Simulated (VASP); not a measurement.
A run of VASP 6.6.1 is set up as follows.

Contents of POSCAR:

```
Pt
1.0
    2.7606656158      0.0000000000      0.0000000000
   -1.3803328079      2.3908065546      0.0000000000
    0.0000000000      0.0000000000      4.7921340000
Pt
2
Direct
    0.3333333333      0.6666666667      0.2500000000
    0.6666666667      0.3333333333      0.7500000000
```

INCAR.step1

```
PREC     = Accurate       # precision mode
ENCUT    = 520            # plane-wave cutoff, eV
ISMEAR   = -1             # smearing method
SIGMA    = 0.05           # smearing width, eV
LREAL    = F              # projectors in reciprocal space
LASPH    = T              # aspherical terms in the spheres
NELM     = 100            # most SCF steps
NBANDS   = 17             # bands
GGA      = PE             # functional
ALGO     = Normal         # electronic algorithm
EDIFF    = 1E-4           # SCF threshold, eV
LWAVE    = T              # write WAVECAR
LCHARG   = F              # write CHGCAR
```

The input INCAR.step2:

```
PREC     = Accurate       # precision mode
ENCUT    = 520            # plane-wave cutoff, eV
EDIFF    = 1E-6           # SCF threshold, eV
ISMEAR   = -1             # smearing method
SIGMA    = 0.05           # smearing width, eV
LREAL    = F              # projectors in reciprocal space
LASPH    = T              # aspherical terms in the spheres
NELM     = 100            # most SCF steps
ALGO     = Normal         # electronic algorithm
ISIF     = 2              # what is computed and relaxed
LWAVE    = F              # write WAVECAR
LCHARG   = F              # write CHGCAR
METAGGA  = R2SCAN         # meta-GGA
LMIXTAU  = T            
NBANDS   = 17             # bands
ISTART   = 1
```

File KPOINTS:

```
Automatic mesh
0
Gamma
  6 6 3
```

Potentials or basis: VASP PAW PBE potentials, release 64 (Pt).

Run with:

```bash
$ cat potpaw_PBE.64/Pt/POTCAR > POTCAR
$ cp INCAR.step1 INCAR
$ mpirun -np 1 vasp_std > vasp.out
$ cp INCAR.step2 INCAR
$ mpirun -np 1 vasp_std > vasp.out
```

(1) What does it give for the band gap on the k mesh?

(2) Predict the pressure.

Answers

(1) zero (bands 10 and 11 overlap by 1.09 eV).

(2) -7.1 GPa.

Caveat: the k points lie up to 0.44 Å⁻¹ apart, too coarse for converged energies and pressures of a metal; the PAW data sets were made with another functional, which shifts forces and pressure a little; spin-orbit coupling is left out, which moves the levels of the heavy elements.
